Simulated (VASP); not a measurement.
Wanted: the native input for a VASP 6.6.1 run.

```
Task                   : single point
Functional             : PBE
Potentials or basis    : VASP PAW PBE potentials, release 64 (Se)
Cutoff                 : 500 eV
k mesh                 : 5 × 5 × 4
Occupations            : gaussian, width 0.01 eV
Spin                   : no spin polarisation
Dipole correction      : no
Further INCAR settings : ALGO = Normal; EDIFF = 1e-06; NBANDS = 16
```

The structure of Se lies in POSCAR:

```
Se
1.0
    4.4377897731      0.0000000000      0.0000000000
   -2.2188948866      3.8432385602      0.0000000000
    0.0000000000      0.0000000000      5.0348209931
Se
3
Direct
    0.2254000000      0.0000000000      0.3333333333
    0.0000000000      0.2254000000      0.6666666667
    0.7746000000      0.7746000000      0.0000000000
```

One way to write it, as run:

INCAR

```
PREC = Accurate
ENCUT = 500
EDIFF = 1E-6
ISMEAR = 0
SIGMA = 0.01
LREAL = F
LASPH = T
NELM = 120
ALGO = Normal
ISIF = 2
LWAVE = F
LCHARG = T
GGA = PE
LELF = T
LVHAR = T
NBANDS = 16
GGA_COMPAT = F
```

KPOINTS

```
Automatic mesh
0
Gamma
  5 5 4
```

Potentials or basis: VASP PAW PBE potentials, release 64 (Se).

The run is started by

```sh
$ cat potpaw_PBE.64/Se/POTCAR > POTCAR
$ mpirun -np 1 vasp_std > vasp.out
```

It gave:

| Quantity | Value |
| --- | --- |
| Pressure | 0.2 GPa |
| Largest force | 0.050 eV/Å |
| Band gap on the k mesh | 1.27 eV (least direct gap 1.28 eV) |

Caveat: an odd mesh through Γ misses points on the zone boundary, where band edges can lie.

Wall time 17 s on 1 thread of Intel(R) Xeon(R) Platinum 8259CL CPU @ 2.50GHz (Skylake/Cascade Lake), with other jobs on the host, peak memory 0.18 GiB.
